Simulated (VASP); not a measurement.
# AlRu4 (I4/m) in VASP: a series of runs, part 2 of 2

VASP 6.6.1.

## 4. Single point, PBE

INCAR reads:

```
PREC     = Accurate       # precision mode
ENCUT    = 520            # plane-wave cutoff, eV
EDIFF    = 1E-6           # SCF threshold, eV
ISMEAR   = 0              # smearing method
SIGMA    = 0.1            # smearing width, eV
LREAL    = F              # projectors in reciprocal space
LASPH    = T              # aspherical terms in the spheres
NELM     = 80             # most SCF steps
ALGO     = Fast           # electronic algorithm
ISIF     = 2              # what is computed and relaxed
LWAVE    = F              # write WAVECAR
LCHARG   = F              # write CHGCAR
GGA      = PE             # functional
NBANDS   = 38             # bands
```

KPOINTS reads:

```
Automatic mesh
0
Gamma
  10 10 10
```

POSCAR reads:

```
AlRu4
1.0
   -3.0269131654      3.0269131654      1.9006291667
    3.0269131654     -3.0269131654      1.9006291667
    3.0269131654      3.0269131654     -1.9006291667
Al Ru
1 4
Direct
    0.0000000000      0.0000000000      0.0000000000
    0.3997907381      0.1947063282      0.5944970663
    0.6002092619      0.8052936718      0.4055029337
    0.1947063282      0.6002092619      0.7949155901
    0.8052936718      0.3997907381      0.2050844099
```

Potentials or basis: VASP PAW PBE potentials, release 64 (Al, Ru_pv).

The run is started by

```console
$ cat potpaw_PBE.64/Al/POTCAR potpaw_PBE.64/Ru_pv/POTCAR > POTCAR
$ mpirun -np 1 vasp_std > vasp.out
```

OUTCAR:

```text
PREC = Accurate
   ENCUT = 520
   EDIFF = 1E-6
   ISMEAR = 0
   LREAL = F
   LASPH = T
   NELM = 80
   ISIF = 2
   GGA = PE

 ion  position               nearest neighbor table
   1  0.000  0.000  0.000-   2 2.69   4 2.69   5 2.69   3 2.69   2 2.72   3 2.72   5 2.72   4 2.72
                             3 2.72   5 2.72   4 2.72   2 2.72
   2  0.400  0.195  0.594-   3 2.65   4 2.67   5 2.67   4 2.67   5 2.67   1 2.69   3 2.71   3 2.71
                             1 2.72   1 2.72   4 2.75   5 2.75
   3  0.600  0.805  0.406-   2 2.65   5 2.67   4 2.67   4 2.67   5 2.67   1 2.69   2 2.71   2 2.71
                             1 2.72   1 2.72   4 2.75   5 2.75
   4  0.195  0.600  0.795-   5 2.65   3 2.67   2 2.67   2 2.67   3 2.67   1 2.69   5 2.71   5 2.71
                             1 2.72   1 2.72   3 2.75   2 2.75
   5  0.805  0.400  0.205-   4 2.65   3 2.67   2 2.67   2 2.67   3 2.67   1 2.69   4 2.71   4 2.71
                             1 2.72   1 2.72   2 2.75   3 2.75

  LATTYP: Found a body centered tetragonal cell.
 ALAT       =     6.0538263308
 C/A-ratio  =     0.6279100400

  Lattice vectors:

 A1 = (  -3.0269131654,   3.0269131654,   1.9006291667)
 A2 = (   3.0269131654,  -3.0269131654,   1.9006291667)
 A3 = (   3.0269131654,   3.0269131654,  -1.9006291667)

Analysis of symmetry for initial positions (statically):
=====================================================================
 Subroutine PRICEL returns:
 Original cell was already a primitive cell.

 Routine SETGRP: Setting up the symmetry group for a
 body centered tetragonal supercell.

 Subroutine GETGRP returns: Found  8 space group operations
 (whereof  8 operations were pure point group operations)
 out of a pool of 16 trial point group operations.

The static configuration has the point symmetry C_4h.

Analysis of symmetry for dynamics (positions and initial velocities):
=====================================================================
 Subroutine PRICEL returns:
 Original cell was already a primitive cell.

 Routine SETGRP: Setting up the symmetry group for a
 body centered tetragonal supercell.

 Subroutine GETGRP returns: Found  8 space group operations
 (whereof  8 operations were pure point group operations)
 out of a pool of 16 trial point group operations.

The dynamic configuration has the point symmetry C_4h.

 Subroutine INISYM returns: Found  8 space group operations
 (whereof  8 operations are pure point group operations),
 and found     1 'primitive' translations

----------------------------------------------------------------------------------------

                                     Primitive cell

  volume of cell :      69.6558

  direct lattice vectors                    reciprocal lattice vectors
    -3.026913165  3.026913165  1.900629167     0.000000000  0.165184785  0.263070781
     3.026913165 -3.026913165  1.900629167     0.165184785  0.000000000  0.263070781
     3.026913165  3.026913165 -1.900629167     0.165184785  0.165184785  0.000000000

  length of vectors
     4.683673542  4.683673542  4.683673542     0.310632016  0.310632016  0.233606563

  position of ions in fractional coordinates (direct lattice)
     0.000000000  0.000000000  0.000000000
     0.399790738  0.194706328  0.594497066
     0.600209262  0.805293672  0.405502934
[... 30 lines left out ...]
     0.000000000  0.000000000  0.000000000

 Subroutine IBZKPT returns following result:
 ===========================================

 Found    144 irreducible k-points:

 Following reciprocal coordinates:
            Coordinates               Weight
  0.000000  0.000000  0.000000      1.000000
  0.100000 -0.000000  0.000000      8.000000
  0.200000 -0.000000  0.000000      8.000000
  0.300000  0.000000  0.000000      8.000000
  0.400000  0.000000  0.000000      8.000000
  0.500000  0.000000  0.000000      4.000000
[... 16 lines left out ...]
  0.200000  0.200000  0.000000      8.000000
  0.300000  0.200000  0.000000      8.000000
 [... further k-points ...]
   k-points           NKPTS =    144   k-points in BZ     NKDIM =    144   number of bands    NBANDS=     38
   number of dos      NEDOS =    301   number of ions     NIONS =      5
   total plane-waves  NPLWV =  46656
   dimension x,y,z NGX =    36 NGY =   36 NGZ =   36
   dimension x,y,z NGXF=    72 NGYF=   72 NGZF=   72
   ions per type =               1   4
   NGX,Y,Z   is equivalent  to a cutoff of  12.78, 12.78, 12.78 a.u.
   NGXF,Y,Z  is equivalent  to a cutoff of  25.56, 25.56, 25.56 a.u.
 SYSTEM =  unknown system
   PREC   = accura    normal or accurate (medium, high low for compatibility)
   ISTART =      0    job   : 0-new  1-cont  2-samecut
   ICHARG =      2    charge: 1-file 2-atom 10-const
   ISPIN  =      1    spin polarized calculation?
   LNONCOLLINEAR =      F non collinear calculations
   LSORBIT =      F    spin-orbit coupling
   LASPH  =      T    aspherical Exc in radial PAW
   ENCUT  =  520.0 eV  38.22 Ry    6.18 a.u.   8.71  8.71  8.71*2*pi/ulx,y,z
   NELM   =     80;   NELMIN=  2; NELMDL= -5     # of ELM steps
   EDIFF  = 0.1E-05   stopping-criterion for ELM
   LREAL  =      F    real-space projection
   EDIFFG = 0.1E-04   stopping-criterion for IOM
   NSW    =      0    number of steps for IOM
   IBRION =     -1    ionic relax: 0-MD 1-quasi-New 2-CG
   NFREE  =      0    steps in history (QN), initial steepest desc. (CG)
   ISIF   =      2    stress and relaxation
   ISYM   =      2    0-nonsym 1-usesym 2-fastsym
   POTIM  = 0.5000    time-step for ionic-motion
   TEBEG  =    0.0;   TEEND  =   0.0 temperature during run
   PSTRESS=    0.0 pullay stress
   NELECT =      59.0000    total number of electrons
   NUPDOWN=      -1.0000    fix difference up-down
   EMIN   =  10.00;   EMAX   =-10.00  energy-range for DOS
   EFERMI =   0.00;   METHOD = LEGACY
   ISMEAR =     0;   SIGMA  =   0.10  broadening in eV -4-tet -1-fermi 0-gaus
   EFERMI_NEDOS =   21; number of points for ismear=-14 and -15
   IALGO  =     68    algorithm
   IMIX   =      4    mixing-type and parameters
     AMIX     =   0.40;   BMIX     =  1.00
     AMIX_MAG =   1.60;   BMIX_MAG =  1.00
  volume/ion in A,a.u.               =      13.93        94.01
  Fermi-wavevector in a.u.,A,eV,Ry     =   1.548958  2.927107 32.644076  2.399272
  Thomas-Fermi vector in A             =   2.653834
   LORBIT       =      0    0 simple, 1 ext, 2 COOP (PROOUT), +10 PAW based schemes
   GGA     = PE    functional components
   LHFCALC =     F    Hartree Fock is set to
   AEXX    =    0.0000 exact exchange contribution
   IVDW    =     0    specifies the selected vdW correction
   LEPSILON=     F    determine dielectric tensor
   LRPA    =     F    only Hartree local field effects (RPA)
 non-spin polarized calculation
 RMM-DIIS sequential band-by-band and
 Gauss-broadening in eV      SIGMA  =   0.10
  energy-cutoff  :      520.00
  volume of cell :       69.66
 maximum number of plane-waves:      1911
   NGX = 17   NGY = 17   NGZ = 17

 number of electron      58.9999998 magnetization

 Free energy of the ion-electron system (eV)
  ---------------------------------------------------
  ext. energy  EPLUGINS =         0.00000000
  ---------------------------------------------------
  free energy    TOTEN  =       -41.10411569 eV

  energy without entropy =      -41.07505069  energy(sigma->0) =      -41.08958319

 E-fermi :  11.6223     XC(G=0): -13.3151

 val. band max:       11.6215341264   @ k =   0.5000   0.5000   0.5000
 cond. band min:      11.6292644861   @ k =  -0.4000   0.5000   0.1000
 fundamental gap:      0.0077303598
 Fermi energy:        11.6222785602

 k-point     1 :       0.0000    0.0000    0.0000
  band No.  band energies     occupation
      1     -31.4239      2.00000
      2     -31.3657      2.00000
      3     -31.2271      2.00000
      4     -31.1719      2.00000
      5     -31.1719      2.00000
      6     -31.1547      2.00000
[... 973 lines left out ...]
     37      16.6193      0.00000
     38      18.6145      0.00000

 [... further k-points ...]
[... 5 lines left out ...]
  --------------------------------------------------------------------------------------
  -------------------------------------------------------------------------------------
  Total       -0.0222939     -0.0222939     -0.0299826      0.0000001      0.0000000      0.0000000
  in kB       -0.5127901     -0.5127901     -0.6896399      0.0000021      0.0000000      0.0000000
  external PRESSURE =      -0.5717400 kB  Pullay stress =       0.0000000 kB

 VOLUME and BASIS-vectors are now :
 -----------------------------------------------------------------------------
  energy-cutoff  :      520.00
  volume of cell :       69.66
      direct lattice vectors                 reciprocal lattice vectors
    -3.026913165  3.026913165  1.900629167     0.000000000  0.165184785  0.263070781
     3.026913165 -3.026913165  1.900629167     0.165184785  0.000000000  0.263070781
     3.026913165  3.026913165 -1.900629167     0.165184785  0.165184785  0.000000000

 POSITION                                       TOTAL-FORCE (eV/Angst)
 -----------------------------------------------------------------------------------
      0.00000      0.00000      0.00000        -0.000000      0.000000     -0.000000
      1.17872      2.42026      0.00000         0.005453     -0.000289      0.000000
      1.84819      0.60665      1.90063        -0.005453      0.000289     -0.000000
      3.63356      1.17872      0.00000         0.000289      0.005453      0.000000
     -0.60665      1.84819      1.90063        -0.000289     -0.005453     -0.000000
 -----------------------------------------------------------------------------------
    total drift:                                0.000000     -0.000000      0.000000

  FREE ENERGIE OF THE ION-ELECTRON SYSTEM (eV)
  ---------------------------------------------------
  free  energy   TOTEN  =       -41.1041156889 eV

  energy  without entropy=      -41.0750506900  energy(sigma->0) =      -41.08958319
```

Wall time 7.5 min (1 thread of Oxide Virtual Turin-like, shared host); peak memory 0.38 GiB.

Results:

* Free energy: -41.1041 eV
* Pressure: -0.1 GPa
* Largest force: 0.005 eV/Å

Forces on the atoms (eV/Å):
```
Al   0.000  0.000  0.000
Ru   0.005  0.000  0.000
Ru  -0.005  0.000  0.000
Ru   0.000  0.005  0.000
Ru   0.000 -0.005  0.000
```

Levels at points of the mesh, in eV from the Fermi level:
```tsv
k point	band 27	band 28	band 29	band 30	band 31	band 32
(0.00, 0.00, 0.00)	-0.94	-0.16	-0.16	-0.15	0.06	1.41
(0.50, 0.00, 0.00)	-1.27	-0.99	-0.37	-0.29	0.29	0.82
(0.50, 0.50, 0.00)	-0.72	-0.67	-0.23	0.47	0.75	1.25
(0.50, 0.50, 0.50)	0.03	0.03	0.05	0.05	0.67	1.20
```

## 5. The runs side by side

```csv
task,cell,k mesh,cutoff (eV),smearing,gap on the mesh (eV),pressure (GPa),largest force (eV/Å)
single point,"a = 4.691 Å, angles 99.4, 99.4, 132.4°, 5 atoms",5 × 5 × 5,520,gaussian 0.2 eV,none,-0.1,0.03
relaxation of cell and atoms,"relaxed from a = 4.595 Å, angles 99.6, 99.6, 131.8°, 5 atoms",5 × 5 × 5,600,gaussian 0.2 eV,none,0.2,0.07
single point,"a = 4.684 Å, angles 99.5, 99.5, 132.1°, 5 atoms",10 × 10 × 10,520,gaussian 0.1 eV,none,-0.1,0.01
```

Alike in all rows: level PBE; potentials or basis VASP PAW PBE potentials, release 64 (Al, Ru_pv); no spin polarisation.

Caveats: some runs use coarse meshes; the relaxation stopped at a loose force limit of 0.08 eV/Å, so its end isn't a converged minimum (some runs).

Absolute energies hang on the potentials; compare differences alone.
